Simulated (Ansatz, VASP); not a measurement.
CoO in VASP and in Ansatz

```xyz
4
Lattice="3.1976 0.0000 0.0000 -1.5988 2.7692 0.0000 0.0000 0.0000 5.2287" Properties=species:S:1:pos:R:3 pbc="T T T"
Co    0.0000    0.0000    0.0278
Co    0.0000    1.8462    2.6422
O     0.0000    0.0000    1.9330
O     0.0000    1.8462    4.5473
```

Alike in both runs: functional PBE; k mesh 12 × 12 × 8; occupations gaussian, width 0.01 eV; collinear spin.

Ansatz relaxed the structure, and its values are those at the end. VASP's run is a single point on that final structure, the one shown.

```csv
,VASP,Ansatz
version,VASP 6.6.1,Ansatz 0.2.0
potentials or method,"VASP PAW PBE potentials, release 64 (Co, O), cutoff 520 eV","scalar-relativistic, plane waves, PAW"
valence electrons in the cell,30,46
```

```csv
,VASP,Ansatz,Ansatz less VASP
gap on the k mesh at the Fermi level (eV),0.15,0.14,-0.009
least direct gap on the mesh (eV),0.24,0.24,-0.007
pressure (GPa),-0.6,-0.5,+0.13
rms of the force components (eV/Å),0.006,0.003,-0.0024
net moment per atom (μB),0.00,0.00,0.000
size of the moment on the site where the two differ most (μB),2.29,2.12,-0.171
```

Site moments also hang on the region over which each program counts them. VASP's potentials hold 30 valence electrons a cell and Ansatz's 46, so a difference there can come from the potentials and not from the codes. Ansatz's warnings: stress scf threshold loose.
